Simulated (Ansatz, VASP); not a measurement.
**BN: VASP beside Ansatz**

```xyz
4
Lattice="2.5539 0.0000 0.0000 -1.2770 2.2118 0.0000 0.0000 0.0000 4.2269" Properties=species:S:1:pos:R:3 pbc="T T T"
B     1.2770    1.1873    4.2257
B     0.0000    1.4745    2.1123
N     1.2770    0.7373    2.6430
N     0.0000    1.4745    0.5295
```

Alike in both runs: task single point; functional PBE; k mesh 12 × 12 × 6; occupations gaussian, width 0.05 eV; no spin polarisation.

|  | VASP | Ansatz |
| --- | --- | --- |
| version | VASP 6.6.1 | Ansatz 0.2.0 |
| potentials or method | VASP PAW PBE potentials, release 64 (B, N), cutoff 520 eV | scalar-relativistic, plane waves, PAW |
| valence electrons in the cell | 16 | 16 |

Ansatz gave:

- gap on the k mesh at the Fermi level (eV): 2.95
- least direct gap on the mesh (eV): 4.96
- pressure (GPa): 16.2
- traceless stress, the component that is largest in VASP (GPa): 12.33
- rms of the force components (eV/Å): 1.855

Question: Estimate VASP's values.

Answer: gap on the k mesh at the Fermi level (eV): 2.95; least direct gap on the mesh (eV): 4.95; pressure (GPa): 16.3; traceless stress, the component that is largest in VASP (GPa): 12.24; rms of the force components (eV/Å): 1.854.

Atom by atom the forces differ by 0.004 eV/Å (rms over components).
